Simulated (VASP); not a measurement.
Crystal: V.

```
V
1.0
     0.00000    2.92354    2.92354
     2.92354    0.00000    2.92354
     2.92354    2.92354    0.00000
V
2
Direct
  0.00000 0.00000 0.00000
  0.25000 0.25000 0.25000
```

```yaml
Program: VASP 6.6.1
Task: relaxation of cell and atoms
Functional: PBE
Potentials_or_basis: VASP PAW PBE potentials, release 64 (V_sv)
Cutoff: 600 eV
k_mesh: 10 × 10 × 10
Occupations: fermi-dirac, width 0.08 eV
Spin: collinear spin, ferromagnetic start
Starting_moments: "[1.5, 1.5] μB"
```

At the start: pressure -8.0 GPa; volume 24.99 Å³/atom.

Q: Where does the relaxation end?

A: Over 3 steps the energy falls by 134.6 meV/atom and the volume is 20.50 Å³/atom (-18.0 %); space group Fd-3m (No. 227, to 0.05 Å); moment 3.75 μB per cell.

Step by step:
| step | energy change (eV) | largest force (eV/Å) | pressure (GPa) | volume (Å³) |
| --- | --- | --- | --- | --- |
| 1 | 0.0000 | 0.0000 | -8.01 | 49.98 |
| 2 | -0.2680 | 0.0000 | -0.73 | 41.48 |
| 3 | -0.2691 | 0.0000 | -0.01 | 41.00 |

Final structure:
```
V
1.0
     0.00000    2.73690    2.73690
     2.73690    0.00000    2.73690
     2.73690    2.73690    0.00000
V
2
Direct
  0.00000 0.00000 0.00000
  0.25000 0.25000 0.25000
```

Caveat: the volume moved by over 15 % at a fixed basis, so the end points are rough.
